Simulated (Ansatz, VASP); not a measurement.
## Si2Sb2Se in VASP and in Ansatz

```
CELL_PARAMETERS angstrom
4.67164 0.00000 0.00000
-2.33582 4.04576 0.00000
0.00000 0.00000 7.67234
ATOMIC_POSITIONS crystal
Si 0.66667 0.33333 0.62760
Si 0.33333 0.66667 0.37240
Sb 0.66667 0.33333 0.24992
Sb 0.33333 0.66667 0.75008
Se 0.00000 0.00000 0.00000
```

Change from the starting cell: species swapped into the EuMg2Bi2 type (P-3m1, No. 164).

Alike in both runs: task single point; functional PBE; k mesh 6 × 6 × 2; occupations gaussian, width 0.1 eV; no spin polarisation.

|  | VASP | Ansatz |
| --- | --- | --- |
| version | VASP 6.6.1 | Ansatz 0.2.0 |
| potentials or method | VASP PAW PBE potentials, release 64 (Si, Sb, Se), cutoff 520 eV | scalar-relativistic, plane waves, PAW |
| valence electrons in the cell | 24 | 54 |

VASP gave:

| Property | Result |
| --- | --- |
| gap on the k mesh at the Fermi level (eV) | none |
| pressure (GPa) | -5.1 |
| traceless stress, the component that is largest in VASP (GPa) | 0.70 |
| rms of the force components (eV/Å) | 0.082 |

Q: What did Ansatz give for the same quantities?

A: gap on the k mesh at the Fermi level (eV): none; pressure (GPa): -5.1; traceless stress, the component that is largest in VASP (GPa): 0.69; rms of the force components (eV/Å): 0.077.

Atom by atom the forces differ by 0.007 eV/Å (rms over components). A gap of «none» marks a metal or a gap that the smearing closes. The functional is the same, so the differences come from potentials, cutoffs and numerics. VASP's potentials hold 24 valence electrons a cell and Ansatz's 54, so a difference there can come from the potentials and not from the codes.

The k mesh is coarse, so the values compare programs but aren't converged. Neither program's run includes spin-orbit coupling.
